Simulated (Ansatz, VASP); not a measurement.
## Ta in VASP and in Ansatz

File INCAR:

```
SYSTEM = Ta
  ALGO = Fast
  EDIFF = 1E-6
  ENCUT = 520
  GGA = PE
  ISIF = 2
  ISMEAR = 0
  LASPH = .TRUE.
  LCHARG = .FALSE.
  LREAL = .FALSE.
  LWAVE = .FALSE.
  NBANDS = 12
  NELM = 100
  PREC = Accurate
  SIGMA = 0.15
```

File KPOINTS:

```
k-points
0
G
  18 18 18
  0 0 0
```

POSCAR

```
Ta
1.0
   -1.7507551652      1.6594835689      1.5350223012
    1.7507551652     -1.6594835689      1.5350223012
    1.7507551652      1.6594835689     -1.5350223012
Ta
1
Direct
    0.0000000000      0.0000000000      0.0000000000
```

Input for Ansatz:

```yaml
crystal:
  lattice:
    - [-1.7507551652, 1.6594835689, 1.5350223012]
    - [1.7507551652, -1.6594835689, 1.5350223012]
    - [1.7507551652, 1.6594835689, -1.5350223012]
  atoms:
    - { symbol: Ta, position: [0.0, 0.0, 0.0] }
basis:
  ecutwfc: 420
kpoints:
  mp_grid: { grid: [18, 18, 18] }
hamiltonian:
  xc: pbe
  pseudopotentials: { kind: paw, azcp: { folder: soft_1 } }
scf:
  occupations: { method: gaussian, width: 0.15 }
output:
  forces: true
  stress: true
  eigenvalues: true
```

Change from the starting cell: normal strain along x +0.0550, normal strain along z -0.0750.

Alike in both runs: task single point; functional PBE; k mesh 18 × 18 × 18; occupations gaussian, width 0.15 eV; no spin polarisation.

|  | VASP | Ansatz |
| --- | --- | --- |
| version | VASP 6.6.1 | Ansatz 0.2.0 |
| potentials or method | VASP PAW PBE potentials, release 64 (Ta_pv), cutoff 520 eV | scalar-relativistic, plane waves, PAW |
| valence electrons in the cell | 11 | 13 |

|  | VASP | Ansatz | Ansatz less VASP |
| --- | --- | --- | --- |
| gap on the k mesh at the Fermi level (eV) | none | none | - |
| pressure (GPa) | 6.3 | 6.2 | -0.11 |
| traceless stress, the component that is largest in VASP (GPa) | -5.90 | -5.90 | +0.001 |

A gap of «none» marks a metal or a gap that the smearing closes. VASP's potentials hold 11 valence electrons a cell and Ansatz's 13, so a difference there can come from the potentials and not from the codes.

Spin-orbit coupling is off throughout.
